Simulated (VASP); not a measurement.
# MnGa7As8 (P1) in VASP: single point with PBEsol

Aim: the single point of MnGa7As8 with PBEsol.

Program: VASP 6.6.1. These are calculated values, not measurements. Logs are shortened: lines on timing, memory, paths and dates and some standing lists are left out, and cuts for length are marked.

**1. The cell of the first run**

The typed cell holds 16 atoms: a = 7.996 Å, b = 7.996 Å, c = 7.996 Å, α = 60.00°, β = 60.00°, γ = 60.00°.

**2. Single point, PBEsol**

INCAR reads:

```
  PREC = Accurate
  ENCUT = 520
  EDIFF = 1E-6
  ISMEAR = 0
  SIGMA = 0.05
  LREAL = Auto
  LASPH = True
  NELM = 80
  ALGO = Normal
  ISIF = 2
  LWAVE = False
  LCHARG = False
  GGA = PS
  NBANDS = 86
```

KPOINTS reads:

```
Automatic mesh
0
Gamma
  3 3 3
```

POSCAR reads:

```
MnGa7As8
1.0
    0.0000000000      5.6537000000      5.6537000000
    5.6537000000      0.0000000000      5.6537000000
    5.6537000000      5.6537000000      0.0000000000
Mn Ga As
1 7 8
Direct
    0.0011316047      0.9990527789      0.0005440096
    0.0022718138      0.0003515091      0.4991792207
    0.0021890981      0.4980804208      0.0018736006
    0.0022553728      0.4977340447      0.4995493750
    0.4998624131      0.0002453113      0.0019488649
    0.4998481629      0.0004205870      0.4994197135
    0.4999041953      0.4978995175      0.0018800602
    0.5009700787      0.4991215326      0.5008096723
    0.1270404265      0.1252270462      0.1263686581
    0.1270412532      0.1249443966      0.6226560557
    0.1270744772      0.6211691605      0.1266919102
    0.1256319205      0.6242406022      0.6257636856
    0.6232404853      0.1250693279      0.1265883071
    0.6261971214      0.1237550053      0.6258076469
    0.6261275055      0.6242007247      0.1254483119
    0.6261782478      0.6242791823      0.6258056795
```

Potentials or basis: VASP PAW PBE potentials, release 64 (Mn_pv, Ga_d, As).

On the command line:

```
cat potpaw_PBE.64/Mn_pv/POTCAR potpaw_PBE.64/Ga_d/POTCAR potpaw_PBE.64/As/POTCAR > POTCAR
mpirun -np 1 vasp_std > vasp.out
```

OUTCAR:

```text
PREC = Accurate
   ENCUT = 520
   EDIFF = 1E-6
   ISMEAR = 0
   LREAL = Auto
   LASPH = True
   NELM = 80
   ISIF = 2
   GGA = PS

 ion  position               nearest neighbor table
   1  0.001  0.999  0.001-  11 2.47  10 2.47  13 2.47   9 2.47
   2  0.002  0.000  0.499-   9 2.43  10 2.43  14 2.46  12 2.46
   3  0.002  0.498  0.002-  11 2.43   9 2.43  15 2.46  12 2.46
   4  0.002  0.498  0.500-  10 2.43  11 2.43  16 2.46  12 2.46
   5  0.500  0.000  0.002-   9 2.43  13 2.43  15 2.45  14 2.46
   6  0.500  0.000  0.499-  10 2.43  13 2.43  14 2.46  16 2.46
[... 8 lines left out ...]
  15  0.626  0.624  0.125-   8 2.45   5 2.45   3 2.46   7 2.46
  16  0.626  0.624  0.626-   8 2.45   7 2.46   4 2.46   6 2.46

  LATTYP: Found a face centered cubic cell.
 ALAT       =    11.3074000000

  Lattice vectors:

 A1 = (   0.0000000000,   5.6537000000,   5.6537000000)
 A2 = (   5.6537000000,   0.0000000000,   5.6537000000)
 A3 = (   5.6537000000,   5.6537000000,   0.0000000000)

Analysis of symmetry for initial positions (statically):
=====================================================================
 Subroutine PRICEL returns:
 Original cell was already a primitive cell.

 Routine SETGRP: Setting up the symmetry group for a
 face centered cubic supercell.

 Subroutine GETGRP returns: Found  1 space group operations
 (whereof  1 operations were pure point group operations)
 out of a pool of 48 trial point group operations.

The static configuration has the point symmetry C_1 .

Analysis of symmetry for dynamics (positions and initial velocities):
=====================================================================
 Subroutine PRICEL returns:
 Original cell was already a primitive cell.

 Routine SETGRP: Setting up the symmetry group for a
 face centered cubic supercell.

 Subroutine GETGRP returns: Found  1 space group operations
 (whereof  1 operations were pure point group operations)
 out of a pool of 48 trial point group operations.

The dynamic configuration has the point symmetry C_1 .

 Subroutine INISYM returns: Found  1 space group operations
 (whereof  1 operations are pure point group operations),
 and found     1 'primitive' translations

----------------------------------------------------------------------------------------

                                     Primitive cell

  volume of cell :     361.4334

[... 110 lines left out ...]
   NFREE  =      0    steps in history (QN), initial steepest desc. (CG)
   ISIF   =      2    stress and relaxation
   ISYM   =      2    0-nonsym 1-usesym 2-fastsym
   POTIM  = 0.5000    time-step for ionic-motion
   TEBEG  =    0.0;   TEEND  =   0.0 temperature during run
   PSTRESS=    0.0 pullay stress
   NELECT =     144.0000    total number of electrons
   NUPDOWN=      -1.0000    fix difference up-down
   EMIN   =  10.00;   EMAX   =-10.00  energy-range for DOS
   EFERMI =   0.00;   METHOD = LEGACY
   ISMEAR =     0;   SIGMA  =   0.05  broadening in eV -4-tet -1-fermi 0-gaus
   EFERMI_NEDOS =   21; number of points for ismear=-14 and -15
   IALGO  =     38    algorithm
   IMIX   =      4    mixing-type and parameters
     AMIX     =   0.40;   BMIX     =  1.00
     AMIX_MAG =   1.60;   BMIX_MAG =  1.00
  volume/ion in A,a.u.               =      22.59       152.44
  Fermi-wavevector in a.u.,A,eV,Ry     =   1.204628  2.276417 19.743799  1.451128
  Thomas-Fermi vector in A             =   2.340347
   LORBIT       =      0    0 simple, 1 ext, 2 COOP (PROOUT), +10 PAW based schemes
   GGA     = PS    functional components
   LHFCALC =     F    Hartree Fock is set to
   AEXX    =    0.0000 exact exchange contribution
   IVDW    =     0    specifies the selected vdW correction
   LEPSILON=     F    determine dielectric tensor
   LRPA    =     F    only Hartree local field effects (RPA)
 non-spin polarized calculation
 Gauss-broadening in eV      SIGMA  =   0.05
  energy-cutoff  :      520.00
  volume of cell :      361.43
 maximum number of plane-waves:      9735
   NGX = 29   NGY = 29   NGZ = 29

 number of electron     143.9999984 magnetization

 Free energy of the ion-electron system (eV)
  ---------------------------------------------------
  ext. energy  EPLUGINS =         0.00000000
  ---------------------------------------------------
  free energy    TOTEN  =       -76.04699731 eV

  energy without entropy =      -76.02947142  energy(sigma->0) =      -76.03823436

 E-fermi :   3.9068     XC(G=0):  -9.7728

 val. band max:        3.7660654807   @ k =   0.3333  -0.3333  -0.3333
 cond. band min:       3.9125085885   @ k =   0.3333   0.3333   0.0000
 fundamental gap:      0.1464431078
 Fermi energy:         3.9067921483

 k-point     1 :       0.0000    0.0000    0.0000
  band No.  band energies     occupation
      1     -43.6208      2.00000
      2     -43.6205      2.00000
      3     -43.6203      2.00000
      4     -11.1340      2.00000
      5     -11.1339      2.00000
      6     -11.1339      2.00000
[... 1207 lines left out ...]
     83       7.5049      0.00000
     84       7.6149      0.00000
 [bands above 84 left out]

------------------------ aborting loop because EDIFF is reached ----------------------------------------

  FORCE on cell =-STRESS in cart. coord.  units (eV):
  Direction    XX          YY          ZZ          XY          YZ          ZX
  --------------------------------------------------------------------------------------
  -------------------------------------------------------------------------------------
  Total       -2.8846211     -2.8926479     -2.8820763     -0.0026383      0.0042080     -0.0005669
  in kB      -12.7870713    -12.8226527    -12.7757907     -0.0116951      0.0186535     -0.0025129
  external PRESSURE =     -12.7951716 kB  Pullay stress =       0.0000000 kB

 VOLUME and BASIS-vectors are now :
 -----------------------------------------------------------------------------
  energy-cutoff  :      520.00
  volume of cell :      361.43
      direct lattice vectors                 reciprocal lattice vectors
     0.000000000  5.653700000  5.653700000    -0.088437660  0.088437660  0.088437660
     5.653700000  0.000000000  5.653700000     0.088437660 -0.088437660  0.088437660
     5.653700000  5.653700000  0.000000000     0.088437660  0.088437660 -0.088437660

 POSITION                                       TOTAL-FORCE (eV/Angst)
 -----------------------------------------------------------------------------------
      5.65142      0.00947      5.65474         0.002951     -0.004031      0.000158
      2.82420      2.83505      0.01483         0.000732     -0.002158     -0.288009
      2.82659      0.02297      2.82837        -0.002789     -0.290549      0.000326
      5.63834      2.83705      2.82679         0.287826     -0.004713      0.001271
      0.01241      2.83709      2.82746        -0.287203     -0.005302      0.003670
      2.82595      5.64956      2.82837        -0.002997      0.284341      0.000502
[... 8 lines left out ...]
      4.23829      4.24918      7.06898         0.003690      0.016424     -0.005006
      7.06760      7.07834      7.06971        -0.005340      0.002959     -0.003229
 -----------------------------------------------------------------------------------
    total drift:                               -0.002049      0.054197      0.000597

  FREE ENERGIE OF THE ION-ELECTRON SYSTEM (eV)
  ---------------------------------------------------
  free  energy   TOTEN  =       -76.0469973092 eV

  energy  without entropy=      -76.0294714195  energy(sigma->0) =      -76.03823436
```

OSZICAR:

```text
N       E                     dE             d eps       ncg     rms          rms(c)
DAV:   1     0.153618298512E+04    0.15362E+04   -0.63181E+04  2668   0.231E+03
DAV:   2     0.248334861916E+03   -0.12878E+04   -0.12444E+04  2456   0.690E+02
DAV:   3    -0.493777652313E+02   -0.29771E+03   -0.27544E+03  2908   0.219E+02
[... 13 lines left out ...]
DAV:  17    -0.760470074535E+02    0.79301E-04   -0.18711E-04  2876   0.126E-01    0.462E-02
DAV:  18    -0.760469990090E+02    0.84444E-05   -0.11775E-04  2994   0.953E-02    0.344E-02
DAV:  19    -0.760469998916E+02   -0.88260E-06   -0.71697E-05  2760   0.519E-02    0.194E-02
DAV:  20    -0.760469973055E+02    0.25861E-05   -0.93025E-06  2880   0.342E-02    0.429E-03
DAV:  21    -0.760469973092E+02   -0.36962E-08   -0.19759E-06  1754   0.851E-03
   1 F= -.76046997E+02 E0= -.76038234E+02  d E =-.175259E-01
```

Wall time 20 min (1 thread of AMD EPYC 7R13 (Zen 3), shared host); peak memory 0.6 GiB.

Results:

```
Free energy            : -76.0470 eV
Pressure               : -1.3 GPa
Largest force          : 1.506 eV/Å
Band gap on the k mesh : 0.01 eV (least direct gap 0.07 eV)
```

Forces on the atoms (eV/Å):
```
Mn   0.003 -0.004  0.000
Ga   0.001 -0.002 -0.288
Ga  -0.003 -0.291  0.000
Ga   0.288 -0.005  0.001
Ga  -0.287 -0.005  0.004
Ga  -0.003  0.284  0.001
Ga  -0.001 -0.004  0.287
Ga   0.000  0.000  0.000
As  -0.869 -0.870 -0.870
As   0.862  0.864 -0.861
As   0.870 -0.872  0.867
As  -0.005  0.017  0.006
As  -0.858  0.863  0.856
As   0.005  0.005  0.005
As   0.004  0.016 -0.005
As  -0.005  0.003 -0.003
```

Caveat: the smearing spreads over this small gap; semilocal functionals underestimate gaps, and a narrow one can read as zero; the PAW data sets were made with another functional, which shifts forces and pressure a little.

The gap in the log of VASP goes by the Fermi energy; the results here count the filled bands.